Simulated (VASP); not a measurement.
A run of VASP 6.6.1 is set up as follows.

The input INCAR:

```
ALGO = Normal ; EDIFF = 1E-7
ENCUT = 520 ; GGA = PE
ISIF = 2 ; ISMEAR = 0
LASPH = T ; LCHARG = F
LREAL = F ; LWAVE = F
NBANDS = 33 ; NELM = 80
PREC = Accurate ; SIGMA = 0.2
```

Contents of KPOINTS:

```
k-points
0
Gamma
  3 3 3
```

File POSCAR:

```
Be2ZnTe5
1.0
   -3.9315213440      3.9315213440      3.2863250985
    3.9315213440     -3.9315213440      3.2863250985
    3.9315213440      3.9315213440     -3.2863250985
Be Zn Te
2 1 5
Direct
    0.7500000000      0.2500000000      0.5000000000
    0.2500000000      0.7500000000      0.5000000000
    0.5000000000      0.5000000000      0.0000000000
    0.3476530224      0.8248324647      0.1724854871
    0.6523469776      0.1751675353      0.8275145129
    0.8248324647      0.6523469776      0.4771794423
    0.1751675353      0.3476530224      0.5228205577
    0.0000000000      0.0000000000      0.0000000000
```

Potentials or basis: VASP PAW PBE potentials, release 64 (Be, Zn, Te).

Run with:

```sh
$ cat potpaw_PBE.64/Be/POTCAR potpaw_PBE.64/Zn/POTCAR potpaw_PBE.64/Te/POTCAR > POTCAR
$ mpirun -np 1 vasp_std > vasp.out
```

Question: Predict the band gap on the k mesh.

Answer: 0.73 eV, indirect (least direct gap 0.86 eV).

Question: Predict the pressure.

Answer: 0.2 GPa.

Question: Predict the largest force.

Answer: 0.020 eV/Å.

Stress tensor (GPa, compression positive):
```
0.04 0.00 0.00
0.00 0.04 0.00
0.00 0.00 0.42
```

Caveat: spin-orbit coupling is left out, which moves the levels of the heavy elements. Expect the measured gap to be larger: semilocal functionals such as PBE lack the derivative discontinuity.
